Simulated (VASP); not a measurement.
# ZnSe (F-43m) in VASP: G0W0 quasiparticle levels with HSE06

Aim: the G0W0 quasiparticle levels of ZnSe with HSE06.

Program: VASP 6.6.1. These are calculated values, not measurements. Logs are shortened: lines on timing, memory, paths and dates and some standing lists are left out, and cuts for length are marked.

## 1. The cell of the first run

It takes space group F-43m (No. 216, cubic). Conventional cell: a = 5.665 Å, b = 5.665 Å, c = 5.665 Å, α = 90.00°, β = 90.00°, γ = 90.00°. Within 3.2 Å of Zn (site symmetry -43m) lie 4 Se at 2.45 Å. Within 3.2 Å of Se (site symmetry -43m) lie 4 Zn at 2.45 Å.

## 2. G0W0 quasiparticle levels, HSE06

POSCAR reads:

```
ZnSe
1.0
    0.0000000000      2.8324206815      2.8324206815
    2.8324206815      0.0000000000      2.8324206815
    2.8324206815      2.8324206815      0.0000000000
Zn Se
1 1
Direct
    0.0000000000      0.0000000000      0.0000000000
    0.2500000000      0.2500000000      0.2500000000
```

INCAR.step1 reads:

```
ALGO = Normal ; EDIFF = 1E-5
ENCUT = 500 ; GGA = PE
ISIF = 2 ; ISMEAR = 0
LASPH = True ; LCHARG = False
LREAL = False ; LWAVE = True
NELM = 100 ; PREC = Accurate
SIGMA = 0.02
```

INCAR.step2 reads:

```
ALGO = Normal ; EDIFF = 1E-8
ENCUT = 500 ; GGA = PE
HFSCREEN = 0.2 ; ISMEAR = 0
ISTART = 1 ; LASPH = True
LCHARG = False ; LHFCALC = True
LREAL = False ; LWAVE = True
NELM = 100 ; PREC = Accurate
PRECFOCK = Normal ; SIGMA = 0.01
```

INCAR.step3 reads:

```
ALGO = Exact ; EDIFF = 1E-8
ENCUT = 500 ; GGA = PE
HFSCREEN = 0.2 ; ISMEAR = 0
ISTART = 1 ; LASPH = True
LCHARG = False ; LHFCALC = True
LOPTICS = True ; LREAL = False
LWAVE = True ; NBANDS = 179
NELM = 1 ; PREC = Accurate
PRECFOCK = Normal ; SIGMA = 0.01
```

INCAR.step4 reads:

```
ALGO = EVGW0 ; EDIFF = 1E-8
ENCUT = 500 ; ENCUTGW = 140.0
GGA = PE ; HFSCREEN = 0.2
ISMEAR = 0 ; ISTART = 1
LASPH = True ; LCHARG = False
LHFCALC = True ; LREAL = False
LWAVE = False ; NBANDS = 179
NBANDSGW = 17 ; NELMGW = 1
NOMEGA = 48 ; PREC = Accurate
PRECFOCK = Fast ; SIGMA = 0.01
```

KPOINTS reads:

```
k-points
0
Gamma
  4 4 4
```

Potentials or basis: VASP PAW PBE potentials, release 64 (Zn_GW, Se_GW).

Started as:

```bash
cat potpaw_PBE.64/Zn_GW/POTCAR potpaw_PBE.64/Se_GW/POTCAR > POTCAR
cp INCAR.step1 INCAR
mpirun -np 1 vasp_std > vasp.out
cp INCAR.step2 INCAR
mpirun -np 1 vasp_std > vasp.out
cp INCAR.step3 INCAR
mpirun -np 1 vasp_std > vasp.out
cp INCAR.step4 INCAR
mpirun -np 1 vasp_std > vasp.out
```

OUTCAR:

```text
EDIFF = 1E-8
   ENCUT = 500
   ENCUTGW = 140.0
   GGA = PE
   HFSCREEN = 0.2
   ISMEAR = 0
   ISTART = 1
   LASPH = True
   LHFCALC = True
   LREAL = False
   NELMGW = 1
   PREC = Accurate
   PRECFOCK = Fast

 ion  position               nearest neighbor table
   1  0.000  0.000  0.000-   2 2.45   2 2.45   2 2.45   2 2.45
   2  0.250  0.250  0.250-   1 2.45   1 2.45   1 2.45   1 2.45

  LATTYP: Found a face centered cubic cell.
 ALAT       =     5.6648413630

  Lattice vectors:

 A1 = (   0.0000000000,   2.8324206815,   2.8324206815)
 A2 = (   2.8324206815,   0.0000000000,   2.8324206815)
 A3 = (   2.8324206815,   2.8324206815,   0.0000000000)

Analysis of symmetry for initial positions (statically):
=====================================================================
 Subroutine PRICEL returns:
 Original cell was already a primitive cell.

 Routine SETGRP: Setting up the symmetry group for a
 face centered cubic supercell.

 Subroutine GETGRP returns: Found 24 space group operations
 (whereof 24 operations were pure point group operations)
 out of a pool of 48 trial point group operations.

The static configuration has the point symmetry T_d .

Analysis of symmetry for dynamics (positions and initial velocities):
=====================================================================
 Subroutine PRICEL returns:
 Original cell was already a primitive cell.

 Routine SETGRP: Setting up the symmetry group for a
 face centered cubic supercell.

 Subroutine GETGRP returns: Found 24 space group operations
 (whereof 24 operations were pure point group operations)
 out of a pool of 48 trial point group operations.

The dynamic configuration has the point symmetry T_d .

 Subroutine INISYM returns: Found 24 space group operations
 (whereof 24 operations are pure point group operations),
 and found     1 'primitive' translations

----------------------------------------------------------------------------------------

                                     Primitive cell

  volume of cell :      45.4468

  direct lattice vectors                    reciprocal lattice vectors
     0.000000000  2.832420681  2.832420681    -0.176527450  0.176527450  0.176527450
     2.832420681  0.000000000  2.832420681     0.176527450 -0.176527450  0.176527450
     2.832420681  2.832420681  0.000000000     0.176527450  0.176527450 -0.176527450

  length of vectors
     4.005647742  4.005647742  4.005647742     0.305754512  0.305754512  0.305754512

  position of ions in fractional coordinates (direct lattice)
     0.000000000  0.000000000  0.000000000
     0.250000000  0.250000000  0.250000000

  ion indices of the primitive-cell ions
   primitive index   ion index
                 1           1
                 2           2

----------------------------------------------------------------------------------------

 KPOINTS: k-points

Automatic generation of k-mesh.
 Grid dimensions read from file:
 generate k-points for:    4    4    4

 Generating k-lattice:

  Cartesian coordinates                     Fractional coordinates (reciprocal lattice)
    -0.044131862  0.044131862  0.044131862     0.250000000  0.000000000  0.000000000
     0.044131862 -0.044131862  0.044131862     0.000000000  0.250000000  0.000000000
     0.044131862  0.044131862 -0.044131862     0.000000000  0.000000000  0.250000000

  Length of vectors
     0.076438628  0.076438628  0.076438628

  Shift w.r.t. Gamma in fractional coordinates (k-lattice)
     0.000000000  0.000000000  0.000000000

 Subroutine IBZKPT returns following result:
 ===========================================

 Found      8 irreducible k-points:

 Following reciprocal coordinates:
            Coordinates               Weight
  0.000000  0.000000  0.000000      1.000000
  0.250000  0.000000  0.000000      8.000000
  0.500000  0.000000  0.000000      4.000000
  0.250000  0.250000  0.000000      6.000000
  0.500000  0.250000  0.000000     24.000000
 -0.250000  0.250000  0.000000     12.000000
  0.500000  0.500000  0.000000      3.000000
 -0.250000  0.500000  0.250000      6.000000
   k-points           NKPTS =      8   k-points in BZ     NKDIM =     64   number of bands    NBANDS=    179
   number of dos      NEDOS =    301   number of ions     NIONS =      2
   total plane-waves  NPLWV =  27000
   dimension x,y,z NGX =    30 NGY =   30 NGZ =   30
   dimension x,y,z NGXF=    60 NGYF=   60 NGZF=   60
   ions per type =               1   1
   NGX,Y,Z   is equivalent  to a cutoff of  12.45, 12.45, 12.45 a.u.
   NGXF,Y,Z  is equivalent  to a cutoff of  24.90, 24.90, 24.90 a.u.
 SYSTEM =  unknown system
   PREC   = accura    normal or accurate (medium, high low for compatibility)
   ISTART =      1    job   : 0-new  1-cont  2-samecut
   ICHARG =      0    charge: 1-file 2-atom 10-const
   ISPIN  =      1    spin polarized calculation?
   LNONCOLLINEAR =      F non collinear calculations
   LSORBIT =      F    spin-orbit coupling
   LASPH  =      T    aspherical Exc in radial PAW
   ENCUT  =  500.0 eV  36.75 Ry    6.06 a.u.   7.30  7.30  7.30*2*pi/ulx,y,z
   NELM   =     60;   NELMIN=  2; NELMDL=  0     # of ELM steps
   EDIFF  = 0.1E-07   stopping-criterion for ELM
   LREAL  =      F    real-space projection
   EDIFFG = 0.1E-06   stopping-criterion for IOM
   NSW    =      0    number of steps for IOM
   IBRION =     -1    ionic relax: 0-MD 1-quasi-New 2-CG
   NFREE  =      0    steps in history (QN), initial steepest desc. (CG)
   ISIF   =      0    stress and relaxation
   ISYM   =      3    0-nonsym 1-usesym 2-fastsym
   POTIM  = 0.5000    time-step for ionic-motion
   TEBEG  =    0.0;   TEEND  =   0.0 temperature during run
   PSTRESS=    0.0 pullay stress
   NELECT =      18.0000    total number of electrons
   NUPDOWN=      -1.0000    fix difference up-down
   EMIN   =  10.00;   EMAX   =-10.00  energy-range for DOS
   EFERMI =   0.00;   METHOD = LEGACY
   ISMEAR =     0;   SIGMA  =   0.01  broadening in eV -4-tet -1-fermi 0-gaus
   EFERMI_NEDOS =   21; number of points for ismear=-14 and -15
   IALGO  =     38    algorithm
   IMIX   =      1    mixing-type and parameters
     AMIX     =   0.40;   BMIX     =  1.00
     AMIX_MAG =   1.60;   BMIX_MAG =  1.00
  volume/ion in A,a.u.               =      22.72       153.35
  Fermi-wavevector in a.u.,A,eV,Ry     =   1.202259  2.271939 19.666213  1.445426
  Thomas-Fermi vector in A             =   2.338045
   LORBIT       =      0    0 simple, 1 ext, 2 COOP (PROOUT), +10 PAW based schemes
   GGA     = PE    functional components
   LHFCALC =     T    Hartree Fock is set to
   PRECFOCK=fast      Normal, Fast or Accurate (Low or Medium for compatibility)
   ENCUT4O =  -1.0   cutoff for four orbital integrals eV
   NKREDX  =     1    reduce k-point grid by
   NKREDY  =     1    reduce k-point grid by
   NKREDZ  =     1    reduce k-point grid by
   AEXX    =    1.0000 exact exchange contribution
   HFSCREEN=    0.0000 screening length (either q_TF or 0.3 A-1)
   HFSCREENC=   0.2000 screening length for correlation (either q_TF or 0.3 A-1)
   ENCUTFOCK=  -1.0 apply spherical cutoff to Coloumb kernel
   IVDW    =     0    specifies the selected vdW correction
   LEPSILON=     F    determine dielectric tensor
   LRPA    =     F    only Hartree local field effects (RPA)
   LRPAFORCE           =     F    calculate RPA forces
   ENCUTGW             = 140.0    cutoff for response function in eV
   ENCUTGWSOFT         = 112.0    soft cutoff for Coulomb kernel in GW response function in eV
   ENCUTLF             =  -1.0    cutoff for local field effects
   NELMGW              =     1    number of iterations in solving QP/BSE equation
   NELMHF              =     1    number of iterations in the inner HF iteration
   NKREDLFX            =     1    NKREDLFY  =   1   NKREDLFZ  =   1
 non-spin polarized calculation
 Gauss-broadening in eV      SIGMA  =   0.01
  energy-cutoff  :      500.00
  volume of cell :       45.45
 maximum number of plane-waves:      1174
 NGX is ok and might be reduce to    30
  NGX = 18; NGY = 18; NGZ = 18
 maximum number of plane-waves:       176
 NGX is ok and might be reduce to    18

 QP shifts <psi_nk| G(iteration)W_0 |psi_nk>: iteration 1
 for sc-GW calculations column KS-energies equals QP-energies in previous step
 and V_xc(KS)=  KS-energies - (<T + V_ion + V_H > + <T+V_H+V_ion>^1  + <V_x>^1)

 k-point   1 :       0.0000    0.0000    0.0000
  band No.  KS-energies  QP-energies   sigma(KS)   V_xc(KS)     V^pw_x(r,r')   Z            occupation Imag(sigma)

      1     -12.3518     -11.9271     -13.4766     -14.1065     -19.8229       0.6742       2.0000       1.0545
      2      -6.2359      -6.3725     -23.1136     -22.9215     -31.4695       0.7111       2.0000       0.1896
      3      -6.2359      -6.3725     -23.1136     -22.9215     -31.4695       0.7111       2.0000       0.1896
      4      -6.2359      -6.3725     -23.1136     -22.9215     -31.4695       0.7111       2.0000       0.1896
      5      -5.9084      -6.0653     -23.7837     -23.5653     -32.2803       0.7185       2.0000       0.1704
      6      -5.9084      -6.0653     -23.7837     -23.5653     -32.2803       0.7185       2.0000       0.1704
[... 9 lines left out ...]
     16      14.7376      14.7027      -9.6931      -9.6480      -4.9100       0.7731       0.0000      -0.1847
     17      16.3221      15.9181      -7.4172      -6.8940      -2.1737       0.7721       0.0000      -0.3444

 k-point   2 :       0.2500    0.0000    0.0000
  band No.  KS-energies  QP-energies   sigma(KS)   V_xc(KS)     V^pw_x(r,r')   Z            occupation Imag(sigma)

      1     -11.9542     -11.5268     -13.7307     -14.3492     -19.9833       0.6912       2.0000       1.0377
      2      -6.1902      -6.3266     -23.2075     -23.0160     -31.5862       0.7121       2.0000       0.1884
      3      -6.1902      -6.3266     -23.2075     -23.0160     -31.5862       0.7121       2.0000       0.1884
      4      -6.1232      -6.2625     -22.8395     -22.6450     -31.0704       0.7159       2.0000       0.1926
      5      -5.9089      -6.0641     -23.7809     -23.5647     -32.2822       0.7178       2.0000       0.1710
      6      -5.9089      -6.0641     -23.7809     -23.5647     -32.2822       0.7178       2.0000       0.1710
[... 9 lines left out ...]
     16      13.9437      13.6063      -7.1315      -6.6968      -2.1433       0.7762       0.0000      -0.2207
     17      17.4561      17.1819      -8.3754      -8.0201      -2.7835       0.7717       0.0000      -0.4311

 k-point   3 :       0.5000    0.0000    0.0000
  band No.  KS-energies  QP-energies   sigma(KS)   V_xc(KS)     V^pw_x(r,r')   Z            occupation Imag(sigma)

      1     -11.4896     -11.0530     -14.1296     -14.7512     -20.3154       0.7024       2.0000       0.9852
      2      -6.1561      -6.2934     -23.2680     -23.0752     -31.6591       0.7126       2.0000       0.1868
      3      -6.1561      -6.2934     -23.2680     -23.0752     -31.6591       0.7126       2.0000       0.1868
      4      -5.8949      -6.0465     -23.8260     -23.6148     -32.3478       0.7182       2.0000       0.1719
      5      -5.8949      -6.0465     -23.8260     -23.6148     -32.3478       0.7182       2.0000       0.1719
      6      -5.7225      -5.8497     -23.5935     -23.4160     -32.0189       0.7165       2.0000       0.1850
[... 9 lines left out ...]
     16      16.5263      16.3617      -9.3851      -9.1711      -3.9530       0.7687       0.0000      -0.3433
     17      17.7925      17.6705      -9.3823      -9.2252      -3.6509       0.7770       0.0000      -0.5153

 k-point   4 :       0.2500    0.2500    0.0000
  band No.  KS-energies  QP-energies   sigma(KS)   V_xc(KS)     V^pw_x(r,r')   Z            occupation Imag(sigma)

      1     -11.8211     -11.3882     -13.8176     -14.4358     -20.0445       0.7002       2.0000       1.0337
      2      -6.1753      -6.3159     -22.6155     -22.4182     -30.7715       0.7127       2.0000       0.1942
      3      -6.1367      -6.2730     -23.3248     -23.1338     -31.7354       0.7138       2.0000       0.1875
      4      -6.1367      -6.2730     -23.3248     -23.1338     -31.7354       0.7138       2.0000       0.1875
      5      -5.9262      -6.0779     -23.6662     -23.4544     -32.1375       0.7158       2.0000       0.1736
      6      -5.8877      -6.0424     -23.8283     -23.6129     -32.3415       0.7185       2.0000       0.1702
[... 37 lines left out ...]
      2      -6.1385      -6.2776     -23.2551     -23.0599     -31.6394       0.7129       2.0000       0.1869
      3      -6.1312      -6.2666     -23.3409     -23.1512     -31.7541       0.7141       2.0000       0.1869
      4      -5.9502      -6.0992     -23.3520     -23.1438     -31.7226       0.7159       2.0000       0.1800
      5      -5.9200      -6.0738     -23.7487     -23.5340     -32.2460       0.7162       2.0000       0.1716
      6      -5.8189      -5.9552     -23.3850     -23.1950     -31.7317       0.7175       2.0000       0.1840
[... 9 lines left out ...]
     16      17.5766      17.3437      -9.0433      -8.7420      -3.4951       0.7731       0.0000      -0.4545
     17      17.9521      17.6673      -8.2434      -7.8769      -2.8412       0.7770       0.0000      -0.4089

 k-point   7 :       0.5000    0.5000    0.0000
  band No.  KS-energies  QP-energies   sigma(KS)   V_xc(KS)     V^pw_x(r,r')   Z            occupation Imag(sigma)

      1     -11.2004     -10.7508     -14.3740     -15.0080     -20.5390       0.7093       2.0000       0.9515
      2      -6.1142      -6.2669     -22.7459     -22.5322     -30.9195       0.7145       2.0000       0.1868
      3      -6.0171      -6.1514     -23.6407     -23.4534     -32.1424       0.7168       2.0000       0.1845
      4      -6.0171      -6.1514     -23.6407     -23.4534     -32.1424       0.7168       2.0000       0.1845
      5      -5.8666      -6.0192     -23.8719     -23.6603     -32.4009       0.7206       2.0000       0.1701
      6      -5.6755      -5.7986     -23.3448     -23.1734     -31.6688       0.7181       2.0000       0.1876
[... 9 lines left out ...]
     16      17.8204      17.6254      -9.7834      -9.5314      -4.3909       0.7740       0.0000      -0.4180
     17      17.8204      17.6254      -9.7834      -9.5314      -4.3909       0.7740       0.0000      -0.4180

 k-point   8 :      -0.2500    0.5000    0.2500
  band No.  KS-energies  QP-energies   sigma(KS)   V_xc(KS)     V^pw_x(r,r')   Z            occupation Imag(sigma)

      1     -11.1964     -10.7509     -14.3965     -15.0262     -20.5634       0.7075       2.0000       0.9452
      2      -6.0989      -6.2417     -23.1687     -22.9689     -31.4981       0.7150       2.0000       0.1859
      3      -6.0656      -6.2026     -23.5632     -23.3720     -32.0578       0.7166       2.0000       0.1843
      4      -5.9443      -6.0907     -23.7546     -23.5504     -32.2782       0.7170       2.0000       0.1765
      5      -5.9179      -6.0706     -23.6514     -23.4383     -32.1091       0.7163       2.0000       0.1729
      6      -5.5658      -5.6835     -23.6217     -23.4579     -32.0003       0.7183       2.0000       0.1863
[... 9 lines left out ...]
     16      17.4697      17.1501      -8.7656      -8.3515      -3.3027       0.7719       0.0000      -0.4405
     17      18.1698      18.0563      -9.5430      -9.3959      -3.8691       0.7717       0.0000      -0.4603
```

Wall time 84 min (1 thread of Intel Xeon 8259CL, shared host); peak memory 0.75 GiB.

What came out:

| Property | Result |
| --- | --- |
| Quasiparticle gap | 2.98 eV |
| Least direct quasiparticle gap | 2.98 eV |
| Band gap of the starting levels on the mesh | 2.43 eV |
| Least direct gap of the starting levels on the mesh | 2.43 eV |

Caveat: the k points lie up to 0.48 Å⁻¹ apart; bands, screening cutoff and mesh are small and nothing is extrapolated, so the quasiparticle values aren't converged.
